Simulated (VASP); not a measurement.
**NaF: single point with PBE**

The system is NaF.

```
Na F
1.0
     0.00000    2.32330    2.32330
     2.32330    0.00000    2.32330
     2.32330    2.32330    0.00000
Na F
1 1
Direct
  0.00000 0.00000 0.00000
  0.50000 0.50000 0.50000
```

```
Program                : VASP 6.6.1
Task                   : single point
Functional             : PBE
Potentials or basis    : VASP PAW PBE potentials, release 64 (Na_pv, F)
Cutoff                 : 520 eV
k mesh                 : 12 × 12 × 12
Occupations            : gaussian, width 0.05 eV
Spin                   : no spin polarisation
Dipole correction      : no
Further INCAR settings : ALGO = Normal; EDIFF = 1e-06; NBANDS = 14
```

```yaml
Pressure: 1.6 GPa
Band_gap_on_the_k_mesh: 6.26 eV, direct
```

Levels at points of the mesh, in eV from the valence-band top:
```tsv
k point	band 3	band 4	band 5	band 6	band 7	band 8	band 9	band 10	band 11	band 12
(0.00, 0.00, 0.00)	-18.97	-18.97	0.00	0.00	0.00	6.26	18.92	18.92	18.92	21.76
(0.50, 0.00, 0.00)	-18.98	-18.20	-1.57	-0.25	-0.25	10.73	12.40	20.02	20.02	22.82
(0.50, 0.50, 0.00)	-19.02	-18.91	-1.26	-0.40	-0.40	13.08	13.28	13.52	19.66	19.66
```

Wall time 14 s on 1 thread of Intel(R) Xeon(R) Platinum 8259CL CPU @ 2.50GHz (Skylake/Cascade Lake), on a shared host, peak memory 0.14 GiB.

A k mesh can miss the band edges.
